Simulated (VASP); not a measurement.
Here is a VASP 6.6.1 calculation.

Contents of POSCAR:

```
Sb
1.0
    3.0020000000      0.0000000000      0.0000000000
    0.0000000000      3.0020000000      0.0000000000
    0.0000000000      0.0000000000      3.3180000000
Sb
1
Direct
    0.0000000000      0.0000000000      0.0000000000
```

Contents of INCAR.step1:

```
PREC = Accurate
ENCUT = 520
ISMEAR = 0
SIGMA = 0.15
LREAL = False
LASPH = True
NELM = 80
NBANDS = 8
GGA = PE
ALGO = Normal
EDIFF = 1E-4
LWAVE = True
LCHARG = False
```

INCAR.step2

```
PREC = Accurate
ENCUT = 520
EDIFF = 1E-7
ISMEAR = 0
SIGMA = 0.15
LREAL = False
LASPH = True
NELM = 80
ALGO = Normal
ISIF = 2
LWAVE = False
LCHARG = False
METAGGA = R2SCAN
LMIXTAU = True
NBANDS = 8
ISTART = 1
```

Contents of KPOINTS:

```
Automatic mesh
0
Gamma
  16 16 16
```

Potentials or basis: VASP PAW PBE potentials, release 64 (Sb).

The run is started by

```bash
$ cat potpaw_PBE.64/Sb/POTCAR > POTCAR
$ cp INCAR.step1 INCAR
$ mpirun -np 1 vasp_std > vasp.out
$ cp INCAR.step2 INCAR
$ mpirun -np 1 vasp_std > vasp.out
```

Predict the pressure.

0.3 GPa.

Stress tensor (GPa, compression positive):
```
 3.64  0.00  0.00
 0.00  3.64  0.00
 0.00  0.00 -6.48
```

Caveat: the cell differs from its parent crystal (strain -0.050 along x and y, +0.050 along z); the PAW data sets were made with another functional, which shifts forces and pressure a little.
